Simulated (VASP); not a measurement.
Here is a VASP 6.6.1 calculation.

Contents of INCAR:

```
SYSTEM = PbSe
PREC = Accurate ; ENCUT = 520
EDIFF = 1E-8 ; ISMEAR = -1
SIGMA = 0.02 ; LREAL = .False.
LASPH = .True. ; NELM = 60
ALGO = Normal ; ISIF = 2
LWAVE = .False. ; LCHARG = .False.
GGA = PS ; LEFG = .True.
NBANDS = 17
```

The input KPOINTS:

```
Automatic mesh
0
Gamma
  7 7 7
  0 0 0
```

File POSCAR:

```
PbSe
1.0
    0.0612430000      3.0927715000      3.0927715000
    3.0927715000      0.0612430000      3.0927715000
    3.0927715000      3.0927715000      0.0612430000
Pb Se
1 1
Direct
    0.0000000000      0.0000000000      0.0000000000
    0.5000000000      0.5000000000      0.5000000000
```

Potentials or basis: VASP PAW PBE potentials, release 64 (Pb_d, Se).

Run with:

```bash
$ cat potpaw_PBE.64/Pb_d/POTCAR potpaw_PBE.64/Se/POTCAR > POTCAR
$ mpirun -np 1 vasp_std > vasp.out
```

**Question.** Estimate the band gap on the k mesh.

**Answer.** 0.66 eV (least direct gap 0.80 eV).

**Question.** What does it give for the pressure?

**Answer.** -0.6 GPa.

Stress tensor (GPa, compression positive):
```
-0.62 -0.36 -0.36
-0.36 -0.62 -0.36
-0.36 -0.36 -0.62
```

Caveat: the cell differs from its parent crystal (equal xy, yz and zx shear strains of +2 %); without QUAD_EFG the Cq values of the log hold for a quadrupole moment of 1 mb, not for the nuclei; the PAW data sets were made with another functional, which shifts forces and pressure a little; spin-orbit coupling is left out, which moves the levels of the heavy elements; an odd mesh through Γ misses points on the zone boundary, where band edges can lie.
